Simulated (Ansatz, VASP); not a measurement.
## Al2Cu: VASP beside Ansatz

INCAR

```
PREC = Accurate
ENCUT = 520
EDIFF = 1E-6
ISMEAR = 0
SIGMA = 0.1
LREAL = F
LASPH = T
NELM = 100
ALGO = Normal
ISIF = 2
LWAVE = F
LCHARG = T
GGA = PE
LELF = T
LVHAR = T
NBANDS = 16
```

KPOINTS

```
regular mesh
0
Gamma
  2 2 4
```

POSCAR

```
Al2Cu
1.0
    4.1051820000      0.0000000000      0.0000000000
    0.0000000000      4.1051820000      0.0000000000
    0.0000000000      0.0000000000      2.8913130000
Al Cu
2 1
Direct
    0.5000000000      0.0000000000      0.5000000000
    0.0000000000      0.5000000000      0.5000000000
    0.0000000000      0.0000000000      0.0000000000
```

Input for Ansatz:

```yaml
crystal:
  lattice:
    - [4.105182, 0.0, 0.0]
    - [0.0, 4.105182, 0.0]
    - [0.0, 0.0, 2.891313]
  atoms:
    - { symbol: Al, position: [0.5, 0.0, 0.5] }
    - { symbol: Al, position: [0.0, 0.5, 0.5] }
    - { symbol: Cu, position: [0.0, 0.0, 0.0] }
basis:
  ecutwfc: 420
kpoints:
  mp_grid: { grid: [2, 2, 4] }
hamiltonian:
  xc: pbe
scf:
  occupations: { method: gaussian, width: 0.1 }
output:
  forces: true
  stress: true
  eigenvalues: true
```

Alike in both runs: task single point; functional PBE; k mesh 2 × 2 × 4; occupations gaussian, width 0.1 eV; no spin polarisation.

|  | VASP | Ansatz |
| --- | --- | --- |
| version | VASP 6.6.1 | Ansatz 0.2.0 |
| potentials or method | VASP PAW PBE potentials, release 64 (Al, Cu), cutoff 520 eV | scalar-relativistic, plane waves, PAW |
| valence electrons in the cell | 17 | 25 |

|  | VASP | Ansatz | Ansatz less VASP |
| --- | --- | --- | --- |
| gap on the k mesh at the Fermi level (eV) | none | none | - |
| pressure (GPa) | 4.3 | 4.0 | -0.33 |
| traceless stress, the component that is largest in VASP (GPa) | 5.49 | 5.64 | +0.150 |

A gap of «none» marks a metal or a gap that the smearing closes. With one functional, cell and mesh, what is left measures potentials, basis and numerics. VASP's potentials hold 17 valence electrons a cell and Ansatz's 25, so a difference there can come from the potentials and not from the codes.

The k mesh is coarse, so the values compare programs but aren't converged.
